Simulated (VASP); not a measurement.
Runs of VASP 6.6.1 on Be. The structure is that of space group P6/mmm (No. 191), or close to it. The cells are those of the table. This isn't the form of Be at room conditions, which is hcp.

```csv
cell,k mesh,gap on the mesh (eV),pressure (GPa)
"a = 3.568, b = 3.568, c = 2.206 Å, angles 90.0, 90.0, 120.0°, 3 atoms",10 × 10 × 14,none,(b)
"a = 3.615, b = 3.615, c = 2.235 Å, angles 90.0, 90.0, 120.0°, 3 atoms",12 × 12 × 16,none,(a)
"a = 3.705, b = 3.705, c = 2.291 Å, angles 90.0, 90.0, 120.0°, 3 atoms",12 × 12 × 16,none,-10.3
"a = 3.470, b = 3.470, c = 2.145 Å, angles 90.0, 90.0, 120.0°, 3 atoms",12 × 12 × 16,none,10.9
"a = 3.520, b = 3.520, c = 2.176 Å, angles 90.0, 90.0, 120.0°, 3 atoms",12 × 12 × 16,none,5.0
```

Alike in all rows: task single point; level BLYP; potentials or basis VASP PAW PBE potentials, release 64 (Be); no spin polarisation; cutoff (eV) 520; smearing fermi-dirac 0.1 eV.

Q: Estimate the missing entries.

A: (a) -4.0; (b) 0.1.

Caveats: the PAW data sets were made with another functional, which shifts forces and pressure a little; the cell stands under tension (at least some runs); the cell stands under pressure (at least some runs).

A gap of «none» marks levels without a gap at the run's occupations.
